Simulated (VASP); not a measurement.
Here is a VASP 6.6.1 calculation.

The input INCAR:

```
ALGO = Normal ; EDIFF = 1E-7
EDIFFG = -0.01 ; ENCUT = 600
GGA = PE ; GGA_COMPAT = F
IBRION = 2 ; ISIF = 3
ISMEAR = 0 ; LASPH = T
LCHARG = F ; LMAXMIX = 6
LREAL = F ; LWAVE = F
NELM = 200 ; NELMIN = 4
NSW = 100 ; PREC = Accurate
SIGMA = 0.1
```

File KPOINTS:

```
k-points
0
Gamma
  14 14 6
```

File POSCAR:

```
Tm2N
1.0
    3.2269809339      0.0000000000      0.0000000000
    0.0000000000      3.2269809339      0.0000000000
    0.0000000000      0.0000000000      7.3215795939
Tm N
2 1
Direct
    0.0000000000      0.0000000000      0.0000000000
    0.0000000000      0.0000000000      0.5000000000
    0.5000000000      0.5000000000      0.0000000000
```

Potentials or basis: VASP PAW PBE potentials, release 64 (Tm_3, N), 4f in core.

Launch:

```console
$ cat potpaw_PBE.64/Tm_3/POTCAR potpaw_PBE.64/N/POTCAR > POTCAR
$ mpirun -np 1 vasp_std > vasp.out
```

Q: What does it give for the relaxed cell?

A: a = 3.240 Å, b = 3.240 Å, c = 7.365 Å, α = 90.00°, β = 90.00°, γ = 90.00°.

Q: Estimate the relaxed volume.

A: 25.77 Å³/atom.

Q: Predict the space group after relaxing (to 0.1 Å).

A: P4/mmm (No. 123).

Final structure:
```cif
data_structure
_symmetry_space_group_name_H-M 'P 1'
_symmetry_Int_Tables_number 1
_cell_length_a 3.2400
_cell_length_b 3.2400
_cell_length_c 7.3651
_cell_angle_alpha 90.000
_cell_angle_beta 90.000
_cell_angle_gamma 90.000
_cell_volume 77.32
loop_
_atom_site_label
_atom_site_type_symbol
_atom_site_fract_x
_atom_site_fract_y
_atom_site_fract_z
_atom_site_occupancy
Tm1 Tm 0.00000 0.00000 0.00000 1
Tm2 Tm 0.00000 0.00000 0.50000 1
N1 N 0.50000 0.50000 0.00000 1
```

Caveat: spin-orbit coupling is left out, which moves the levels of the heavy elements; the 4f electrons are frozen in the core, so they carry no moment and show no levels; the run has no spin polarisation, though such a crystal can be magnetic. Spin polarisation is off, so any magnetic state and its effect on volume and gap are missing.
